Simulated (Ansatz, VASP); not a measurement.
**One calculation of HRh8, two programs**

```
Rh H
1.0
     5.36502    0.00000    0.00000
     0.00000    3.79364    0.00000
     0.00000    0.00000   21.24008
Rh H
8 1
Direct
  0.25000 0.50000 0.18832
  0.75000 0.50000 0.18832
  0.00000 0.00000 0.25147
  0.50000 0.00000 0.25147
  0.25000 0.50000 0.31535
  0.75000 0.50000 0.31535
  0.00000 0.00000 0.37383
  0.50000 0.00000 0.37383
  0.16667 0.50000 0.52919
```

Alike in both runs: task single point; functional PBE; dispersion D3(BJ); k mesh 5 × 7 × 1; occupations gaussian, width 0.1 eV; no spin polarisation.

```csv
,VASP,Ansatz
version,VASP 6.6.1,Ansatz 0.2.0
potentials or method,"VASP PAW PBE potentials, release 64 (Rh_pv, H), cutoff 520 eV","scalar-relativistic, plane waves, PAW"
valence electrons in the cell,121,137
```

VASP gave:

| Property | Result |
| --- | --- |
| gap on the k mesh at the Fermi level (eV) | none |
| rms of the force components (eV/Å) | 0.252 |

**Question.** What did Ansatz give for the same quantities?

**Answer.** gap on the k mesh at the Fermi level (eV): none; rms of the force components (eV/Å): 0.251.

Atom by atom the forces differ by 0.002 eV/Å (rms over components). A gap of «none» marks a metal or a gap that the smearing closes. VASP's potentials hold 121 valence electrons a cell and Ansatz's 137, so a difference there can come from the potentials and not from the codes.
